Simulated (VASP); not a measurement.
Write the native input for VASP 6.6.1 that does the following.

```yaml
Task: single point
Functional: PBE
Potentials_or_basis: VASP PAW PBE potentials, release 64 (Sb)
Cutoff: 520 eV
k_mesh: 10 × 10 × 1
Occupations: fermi-dirac, width 0.05 eV
Spin: no spin polarisation
Dipole_correction: yes
Electric_field_eV/Å: 0.5
Further_INCAR_settings: ALGO = Normal; EDIFF = 1e-07; NBANDS = 20; EFIELD = -0.5
```

The structure of Sb lies in POSCAR:

```
Sb
1.0
    3.3880510169      0.0000000000      0.0000000000
    0.0000000000      3.3880510169      0.0000000000
    0.0000000000      0.0000000000     25.5829000000
Sb
5
Direct
    0.0000000000      0.0000000000      0.3208838908
    0.5000000000      0.5000000000      0.4030292352
    0.0000000000      0.0000000000      0.5000000004
    0.5000000000      0.5000000000      0.5969707660
    0.0000000000      0.0000000000      0.6791161076
```

These files were run (other wordings do the same):

INCAR

```
ALGO = Normal
DIPOL = 0.5 0.5 0.500
EDIFF = 1E-7
EFIELD = -0.5
ENCUT = 520
GGA = PE
IDIPOL = 3
ISIF = 2
ISMEAR = -1
LASPH = T
LCHARG = F
LDIPOL = T
LREAL = F
LWAVE = F
NBANDS = 20
NELM = 100
PREC = Accurate
SIGMA = 0.05
```

KPOINTS

```
k-points
0
Gamma
  10 10 1
```

Potentials or basis: VASP PAW PBE potentials, release 64 (Sb).

Command:

```console
$ cat potpaw_PBE.64/Sb/POTCAR > POTCAR
$ mpirun -np 1 vasp_std > vasp.out
```

Results of the run:

| Property | Result |
| --- | --- |
| Largest force | 0.021 eV/Å |

Wall time 3.3 min on 1 thread of Intel(R) Xeon(R) 6975P-C (Granite Rapids), with other jobs on the host, peak memory 0.42 GiB.
